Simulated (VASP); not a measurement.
# KBaCeBiO6 (F-43m) in VASP: single point with PBE+U

Aim: the single point of KBaCeBiO6 with PBE+U.

Everything below comes from runs of VASP 6.6.1. Logs are shortened: lines on timing, memory, paths and dates and some standing lists are left out, and cuts for length are marked.

### Step 1. The cell of the first run

It takes space group F-43m (No. 216, cubic). The conventional cell has a = 8.708 Å, b = 8.708 Å, c = 8.708 Å, α = 90.00°, β = 90.00°, γ = 90.00°. Within 4.1 Å of Ba (site symmetry -43m) lie 12 O at 3.08 Å and 4 Bi at 3.77 Å and 4 Ce at 3.77 Å. Bi (site symmetry -43m) has 6 O at 2.13 Å within 2.8 Å. Within 2.9 Å of Ce (site symmetry -43m) lie 6 O at 2.23 Å. K (site symmetry -43m) has 12 O at 3.08 Å and 4 Bi at 3.77 Å and 4 Ce at 3.77 Å within 4.1 Å. O (site symmetry 2mm) has 1 Bi at 2.13 Å and 1 Ce at 2.23 Å within 2.8 Å.

### Step 2. Single point, PBE+U

File INCAR:

```
  ALGO = Normal
  EDIFF = 1E-7
  ENCUT = 520
  GGA = PE
  ISIF = 2
  ISMEAR = 0
  LASPH = T
  LCHARG = F
  LDAU = T
  LDAUJ = 0 0 0 0 0
  LDAUL = -1 -1 3 -1 -1
  LDAUPRINT = 1
  LDAUTYPE = 2
  LDAUU = 0 0 5 0 0
  LMAXMIX = 6
  LREAL = F
  LWAVE = F
  NBANDS = 52
  NELM = 150
  PREC = Accurate
  SIGMA = 0.02
```

File KPOINTS:

```
k-points
0
Gamma
  6 6 6
```

File POSCAR:

```
KBaCeBiO6
1.0
    0.0000000000      4.3542107287      4.3542107287
    4.3542107287      0.0000000000      4.3542107287
    4.3542107287      4.3542107287      0.0000000000
Ba Bi Ce K O
1 1 1 1 6
Direct
    0.7500000000      0.7500000000      0.7500000000
    0.0000000000      0.0000000000      0.0000000000
    0.5000000000      0.5000000000      0.5000000000
    0.2500000000      0.2500000000      0.2500000000
    0.7556108016      0.2443891984      0.2443891984
    0.2443891984      0.7556108016      0.7556108016
    0.2443891984      0.7556108016      0.2443891984
    0.7556108016      0.2443891984      0.7556108016
    0.2443891984      0.2443891984      0.7556108016
    0.7556108016      0.7556108016      0.2443891984
```

Potentials or basis: VASP PAW PBE potentials, release 64 (Ba_sv, Bi_d, Ce, K_sv, O).

Launch:

```bash
cat potpaw_PBE.64/Ba_sv/POTCAR potpaw_PBE.64/Bi_d/POTCAR potpaw_PBE.64/Ce/POTCAR potpaw_PBE.64/K_sv/POTCAR potpaw_PBE.64/O/POTCAR > POTCAR
mpirun -np 1 vasp_std > vasp.out
```

OUTCAR:

```text
EDIFF = 1E-7
   ENCUT = 520
   GGA = PE
   ISIF = 2
   ISMEAR = 0
   LASPH = T
   LREAL = F
   NELM = 150
   PREC = Accurate

 ion  position               nearest neighbor table
   1  0.750  0.750  0.750-   6 3.08   8 3.08  10 3.08   5 3.08   7 3.08  10 3.08   5 3.08   8 3.08
                             9 3.08   6 3.08   7 3.08   9 3.08   2 3.77   3 3.77   3 3.77   2 3.77
   2  0.000  0.000  0.000-   5 2.13   6 2.13   7 2.13   8 2.13   9 2.13  10 2.13   1 3.77   1 3.77
                             1 3.77   4 3.77   1 3.77   4 3.77   4 3.77   4 3.77
   3  0.500  0.500  0.500-   5 2.23   6 2.23   7 2.23   8 2.23   9 2.23  10 2.23   1 3.77   1 3.77
                             1 3.77   1 3.77
   4  0.250  0.250  0.250-   2 3.77   2 3.77   2 3.77   2 3.77
   5  0.756  0.244  0.244-   2 2.13   3 2.23   1 3.08   1 3.08
   6  0.244  0.756  0.756-   2 2.13   3 2.23   1 3.08   1 3.08
   7  0.244  0.756  0.244-   2 2.13   3 2.23   1 3.08   1 3.08
   8  0.756  0.244  0.756-   2 2.13   3 2.23   1 3.08   1 3.08
   9  0.244  0.244  0.756-   2 2.13   3 2.23   1 3.08   1 3.08
  10  0.756  0.756  0.244-   2 2.13   3 2.23   1 3.08   1 3.08

  LATTYP: Found a face centered cubic cell.
 ALAT       =     8.7084214574

  Lattice vectors:

 A1 = (   0.0000000000,   4.3542107287,   4.3542107287)
 A2 = (   4.3542107287,   0.0000000000,   4.3542107287)
 A3 = (   4.3542107287,   4.3542107287,   0.0000000000)

Analysis of symmetry for initial positions (statically):
=====================================================================
 Subroutine PRICEL returns:
 Original cell was already a primitive cell.

 Routine SETGRP: Setting up the symmetry group for a
 face centered cubic supercell.

 Subroutine GETGRP returns: Found 24 space group operations
 (whereof 24 operations were pure point group operations)
 out of a pool of 48 trial point group operations.

The static configuration has the point symmetry T_d .

Analysis of symmetry for dynamics (positions and initial velocities):
=====================================================================
 Subroutine PRICEL returns:
 Original cell was already a primitive cell.

 Routine SETGRP: Setting up the symmetry group for a
 face centered cubic supercell.

 Subroutine GETGRP returns: Found 24 space group operations
 (whereof 24 operations were pure point group operations)
 out of a pool of 48 trial point group operations.

The dynamic configuration has the point symmetry T_d .

 Subroutine INISYM returns: Found 24 space group operations
 (whereof 24 operations are pure point group operations),
 and found     1 'primitive' translations

----------------------------------------------------------------------------------------

                                     Primitive cell

  volume of cell :     165.1043

  direct lattice vectors                    reciprocal lattice vectors
     0.000000000  4.354210729  4.354210729    -0.114831374  0.114831374  0.114831374
     4.354210729  0.000000000  4.354210729     0.114831374 -0.114831374  0.114831374
     4.354210729  4.354210729  0.000000000     0.114831374  0.114831374 -0.114831374

  length of vectors
[... 120 lines left out ...]
   AEXX    =    0.0000 exact exchange contribution
   IVDW    =     0    specifies the selected vdW correction
   LEPSILON=     F    determine dielectric tensor
   LRPA    =     F    only Hartree local field effects (RPA)
 non-spin polarized calculation
 Gauss-broadening in eV      SIGMA  =   0.02
  energy-cutoff  :      520.00
  volume of cell :      165.10
 maximum number of plane-waves:      4477
 NGX is ok and might be reduce to    48
   NGX = 23   NGY = 23   NGZ = 23

atom =   3  type =  3  l = 3

 onsite density matrix

spin component  1

  0.0717 -0.0000  0.0273 -0.0000 -0.0000 -0.0000  0.0000
 -0.0000  0.0002 -0.0000  0.0000 -0.0000 -0.0000 -0.0000
  0.0273 -0.0000  0.0576  0.0000  0.0000  0.0000  0.0000
 -0.0000  0.0000  0.0000  0.0928 -0.0000 -0.0000  0.0000
 -0.0000 -0.0000  0.0000 -0.0000  0.0576 -0.0000 -0.0273
 -0.0000 -0.0000  0.0000 -0.0000 -0.0000  0.0365 -0.0000
  0.0000 -0.0000  0.0000  0.0000 -0.0273 -0.0000  0.0717

spin component  2

  0.0717 -0.0000  0.0273 -0.0000 -0.0000 -0.0000  0.0000
 -0.0000  0.0002 -0.0000  0.0000 -0.0000 -0.0000 -0.0000
  0.0273 -0.0000  0.0576  0.0000  0.0000  0.0000  0.0000
 -0.0000  0.0000  0.0000  0.0928 -0.0000 -0.0000  0.0000
 -0.0000 -0.0000  0.0000 -0.0000  0.0576 -0.0000 -0.0273
 -0.0000 -0.0000  0.0000 -0.0000 -0.0000  0.0365 -0.0000
  0.0000 -0.0000  0.0000  0.0000 -0.0273 -0.0000  0.0717

 occupancies and eigenvectors

  o =  0.0002  v =  0.0000  1.0000 -0.0000 -0.0000 -0.0000 -0.0000 -0.0000  0.0000  0.0000  0.0000  0.0000  0.0000  0.0000  0.0000      0.0000  0.0000  0.0000  0.0000  0.0000  0.0000  0.0000  0.0000  0.0000  0.0000  0.0000  0.0000  0.0000  0.0000
  o =  0.0002  v =  0.0000  0.0000  0.0000  0.0000  0.0000  0.0000  0.0000  0.0000  1.0000 -0.0000 -0.0000 -0.0000 -0.0000 -0.0000      0.0000  0.0000  0.0000  0.0000  0.0000  0.0000  0.0000  0.0000  0.0000  0.0000  0.0000  0.0000  0.0000  0.0000
  o =  0.0365  v =  0.6122 -0.0000 -0.7904  0.0000  0.0161  0.0022  0.0124  0.0000  0.0000  0.0000  0.0000  0.0000  0.0000  0.0000      0.0000  0.0000  0.0000  0.0000  0.0000  0.0000  0.0000  0.0000  0.0000  0.0000  0.0000  0.0000  0.0000  0.0000
  o =  0.0365  v =  0.0000  0.0000  0.0000  0.0000  0.0000  0.0000  0.0000  0.6122 -0.0000 -0.7904  0.0000  0.0161  0.0022  0.0124      0.0000  0.0000  0.0000  0.0000  0.0000  0.0000  0.0000  0.0000  0.0000  0.0000  0.0000  0.0000  0.0000  0.0000
  o =  0.0365  v =  0.0124 -0.0000 -0.0161 -0.0000 -0.7904 -0.0054 -0.6122  0.0000  0.0000  0.0000  0.0000  0.0000  0.0000  0.0000      0.0000  0.0000  0.0000  0.0000  0.0000  0.0000  0.0000  0.0000  0.0000  0.0000  0.0000  0.0000  0.0000  0.0000
  o =  0.0365  v =  0.0000  0.0000  0.0000  0.0000  0.0000  0.0000  0.0000  0.0124 -0.0000 -0.0161 -0.0000 -0.7904 -0.0054 -0.6122      0.0000  0.0000  0.0000  0.0000  0.0000  0.0000  0.0000  0.0000  0.0000  0.0000  0.0000  0.0000  0.0000  0.0000
  o =  0.0365  v =  0.0013 -0.0000 -0.0016 -0.0000  0.0043 -1.0000  0.0034  0.0000  0.0000  0.0000  0.0000  0.0000  0.0000  0.0000      0.0000  0.0000  0.0000  0.0000  0.0000  0.0000  0.0000  0.0000  0.0000  0.0000  0.0000  0.0000  0.0000  0.0000
  o =  0.0365  v =  0.0000  0.0000  0.0000  0.0000  0.0000  0.0000  0.0000  0.0013 -0.0000 -0.0016 -0.0000  0.0043 -1.0000  0.0034      0.0000  0.0000  0.0000  0.0000  0.0000  0.0000  0.0000  0.0000  0.0000  0.0000  0.0000  0.0000  0.0000  0.0000
  o =  0.0928  v =  0.7906  0.0000  0.6124 -0.0000 -0.0000 -0.0000  0.0000  0.0000  0.0000  0.0000  0.0000  0.0000  0.0000  0.0000      0.0000  0.0000  0.0000  0.0000  0.0000  0.0000  0.0000  0.0000  0.0000  0.0000  0.0000  0.0000  0.0000  0.0000
  o =  0.0928  v =  0.0000  0.0000  0.0000  0.0000  0.0000  0.0000  0.0000  0.7906  0.0000  0.6124 -0.0000 -0.0000 -0.0000  0.0000      0.0000  0.0000  0.0000  0.0000  0.0000  0.0000  0.0000  0.0000  0.0000  0.0000  0.0000  0.0000  0.0000  0.0000
  o =  0.0928  v =  0.0000  0.0000  0.0000  0.0000  0.0000  0.0000  0.0000 -0.0000 -0.0000 -0.0000 -0.0107 -0.6123  0.0000  0.7905      0.0000  0.0000  0.0000  0.0000  0.0000  0.0000  0.0000  0.0000  0.0000  0.0000  0.0000  0.0000  0.0000  0.0000
  o =  0.0928  v = -0.0000 -0.0000 -0.0000 -0.0107 -0.6123  0.0000  0.7905  0.0000  0.0000  0.0000  0.0000  0.0000  0.0000  0.0000      0.0000  0.0000  0.0000  0.0000  0.0000  0.0000  0.0000  0.0000  0.0000  0.0000  0.0000  0.0000  0.0000  0.0000
  o =  0.0928  v =  0.0000  0.0000  0.0000  0.9999 -0.0065 -0.0000  0.0084  0.0000  0.0000  0.0000  0.0000  0.0000  0.0000  0.0000      0.0000  0.0000  0.0000  0.0000  0.0000  0.0000  0.0000  0.0000  0.0000  0.0000  0.0000  0.0000  0.0000  0.0000
  o =  0.0928  v =  0.0000  0.0000  0.0000  0.0000  0.0000  0.0000  0.0000  0.0000  0.0000  0.0000  0.9999 -0.0065 -0.0000  0.0084      0.0000  0.0000  0.0000  0.0000  0.0000  0.0000  0.0000  0.0000  0.0000  0.0000  0.0000  0.0000  0.0000  0.0000

 number of electron      82.0000010 magnetization

 Free energy of the ion-electron system (eV)
  ---------------------------------------------------
  ext. energy  EPLUGINS =         0.00000000
  ---------------------------------------------------
  free energy    TOTEN  =       -62.49476752 eV

  energy without entropy =      -62.49476752  energy(sigma->0) =      -62.49476752

 E-fermi :   2.8214     XC(G=0): -10.0719

 val. band max:        2.7338011823   @ k =   0.0000   0.0000   0.0000
 cond. band min:       4.3325192369   @ k =   0.5000   0.5000   0.0000
 fundamental gap:      1.5987180545
 Fermi energy:         2.8213507559

 k-point     1 :       0.0000    0.0000    0.0000
  band No.  band energies     occupation
      1     -30.6501      2.00000
      2     -25.0413      2.00000
      3     -22.9546      2.00000
      4     -19.1522      2.00000
      5     -19.1522      2.00000
      6     -18.7496      2.00000
[... 869 lines left out ...]
     51       9.1403      0.00000
     52       9.1471      0.00000

------------------------ aborting loop because EDIFF is reached ----------------------------------------

  FORCE on cell =-STRESS in cart. coord.  units (eV):
  Direction    XX          YY          ZZ          XY          YZ          ZX
  --------------------------------------------------------------------------------------
  -------------------------------------------------------------------------------------
  Total        1.5314359      1.5314359      1.5314359      0.0000000      0.0000000      0.0000000
  in kB       14.8611042     14.8611042     14.8611042      0.0000000      0.0000000      0.0000000
  external PRESSURE =      14.8611042 kB  Pullay stress =       0.0000000 kB

 VOLUME and BASIS-vectors are now :
 -----------------------------------------------------------------------------
  energy-cutoff  :      520.00
  volume of cell :      165.10
      direct lattice vectors                 reciprocal lattice vectors
     0.000000000  4.354210729  4.354210729    -0.114831374  0.114831374  0.114831374
     4.354210729  0.000000000  4.354210729     0.114831374 -0.114831374  0.114831374
     4.354210729  4.354210729  0.000000000     0.114831374  0.114831374 -0.114831374

 POSITION                                       TOTAL-FORCE (eV/Angst)
 -----------------------------------------------------------------------------------
      6.53132      6.53132      6.53132        -0.000000     -0.000000     -0.000000
      0.00000      0.00000      0.00000        -0.000000     -0.000000     -0.000000
      4.35421      4.35421      4.35421        -0.000000     -0.000000     -0.000000
      2.17711      2.17711      2.17711        -0.000000     -0.000000     -0.000000
      2.12824      4.35421      4.35421        -0.184722     -0.000000     -0.000000
      6.58018      4.35421      4.35421         0.184722     -0.000000     -0.000000
      4.35421      2.12824      4.35421        -0.000000     -0.184722     -0.000000
      4.35421      6.58018      4.35421        -0.000000      0.184722     -0.000000
      4.35421      4.35421      2.12824        -0.000000     -0.000000     -0.184722
      4.35421      4.35421      6.58018        -0.000000     -0.000000      0.184722
 -----------------------------------------------------------------------------------
    total drift:                               -0.000000     -0.000000     -0.000000

  FREE ENERGIE OF THE ION-ELECTRON SYSTEM (eV)
  ---------------------------------------------------
  free  energy   TOTEN  =       -62.4947675192 eV

  energy  without entropy=      -62.4947675192  energy(sigma->0) =      -62.49476752
```

Wall time 5.2 min (1 thread of Intel Xeon Platinum 8259CL at 2.50GHz (Skylake/Cascade Lake), shared host); peak memory 0.43 GiB.

What came out:

```yaml
Free_energy: -62.4948 eV
Pressure: 1.5 GPa
Largest_force: 0.185 eV/Å
Band_gap_on_the_k_mesh: 1.60 eV (least direct gap 1.64 eV)
```

Forces on the atoms (eV/Å):
```
Ba   0.000  0.000  0.000
Bi   0.000  0.000  0.000
Ce   0.000  0.000  0.000
K    0.000  0.000  0.000
O   -0.185  0.000  0.000
O    0.185  0.000  0.000
O    0.000 -0.185  0.000
O    0.000  0.185  0.000
O    0.000  0.000 -0.185
O    0.000  0.000  0.185
```

Levels at points of the mesh, in eV from the valence-band top:
```csv
k point,band 39,band 40,band 41,band 42,band 43,band 44
"(0.00, 0.00, 0.00)",0.00,0.00,0.00,2.23,2.86,2.93
"(0.50, 0.00, 0.00)",-0.37,-0.35,-0.35,2.10,2.86,2.90
"(0.50, 0.50, 0.00)",-0.80,-0.80,-0.04,1.60,2.77,2.83
```

Eigenvalues of the final occupation matrices:
| site | spin | trace | eigenvalues |
| --- | --- | --- | --- |
| site 3 f | 1 | 0.39 | 0.00 0.04 0.04 0.04 0.09 0.09 0.09 |
| site 3 f | 2 | 0.39 | 0.00 0.04 0.04 0.04 0.09 0.09 0.09 |

Caveat: spin-orbit coupling is left out, which moves the levels of the heavy elements. Spin polarisation is off, so any magnetic state and its effect on volume and gap are missing.
